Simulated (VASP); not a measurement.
Here is a VASP 6.6.1 calculation.

INCAR

```
SYSTEM = Be
PREC = Accurate ; ENCUT = 600
EDIFF = 1E-6 ; ISMEAR = 0
SIGMA = 0.1 ; LREAL = .FALSE.
LASPH = .TRUE. ; NELM = 60
ALGO = Normal ; ISIF = 4
LWAVE = .FALSE. ; LCHARG = .FALSE.
GGA = PE ; IBRION = 2
NSW = 50 ; EDIFFG = -0.01
```

KPOINTS

```
Automatic mesh
0
G
  30 30 16
  0 0 0
```

File POSCAR:

```
Be
1.0
    2.1927035264      0.0000000000      0.0000000000
   -1.0963517632      1.8989369569      0.0000000000
    0.0000000000      0.0000000000      3.4572041610
Be
2
Direct
    0.3333333333      0.6666666667      0.2500000000
    0.6666666667      0.3333333333      0.7500000000
```

Potentials or basis: VASP PAW PBE potentials, release 64 (Be).

The run is started by

```bash
$ cat potpaw_PBE.64/Be/POTCAR > POTCAR
$ mpirun -np 1 vasp_std > vasp.out
```

Question: Predict the band gap on the k mesh.

Answer: Zero (bands 2 and 3 overlap by 2.25 eV).

Final structure:
```
Be
1.0
     2.19155    0.00000    0.00000
    -1.09578    1.89794    0.00000
     0.00000    0.00000    3.46084
Be
2
Direct
  0.33333 0.66667 0.25000
  0.66667 0.33333 0.75000
```
